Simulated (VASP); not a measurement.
Input of a VASP 6.6.1 run:

The input INCAR:

```
  ALGO = Normal
  EDIFF = 1E-6
  ENCUT = 520
  GGA = PE
  ISIF = 2
  ISMEAR = 0
  ISPIN = 2
  LASPH = T
  LCHARG = F
  LMAXMIX = 4
  LORBIT = 11
  LREAL = F
  LWAVE = F
  MAGMOM = -4 -4 4 0 0
  NBANDS = 36
  NELM = 150
  PREC = Accurate
  SIGMA = 0.1
```

The input KPOINTS:

```
k-points
0
Gamma
  6 6 4
```

The input POSCAR:

```
Mn3P2
1.0
    4.0853977600      0.0000000000      0.0000000000
   -2.0426988800      3.5380582500      0.0000000000
    0.0000000000      0.0000000000      6.4588862500
Mn P
3 2
Direct
    0.3333333300      0.6666666700      0.6300000000
    0.6666666700      0.3333333300      0.3700000000
    0.0000000000      0.0000000000      0.0000000000
    0.3333333300      0.6666666700      0.2350000000
    0.6666666700      0.3333333300      0.7650000000
```

Potentials or basis: VASP PAW PBE potentials, release 64 (Mn_pv, P).

The run is started by

```sh
$ cat potpaw_PBE.64/Mn_pv/POTCAR potpaw_PBE.64/P/POTCAR > POTCAR
$ mpirun -np 1 vasp_std > vasp.out
```

**Question.** Estimate the net moment.

**Answer.** -3.80 μB per cell.

**Question.** Predict the largest force.

**Answer.** 0.595 eV/Å.

Forces on the atoms (eV/Å):
```
Mn   0.000  0.000  0.595
Mn   0.000  0.000 -0.595
Mn   0.000  0.000  0.000
P    0.000  0.000  0.403
P    0.000  0.000 -0.403
```

Caveat: the cell stands under tension.
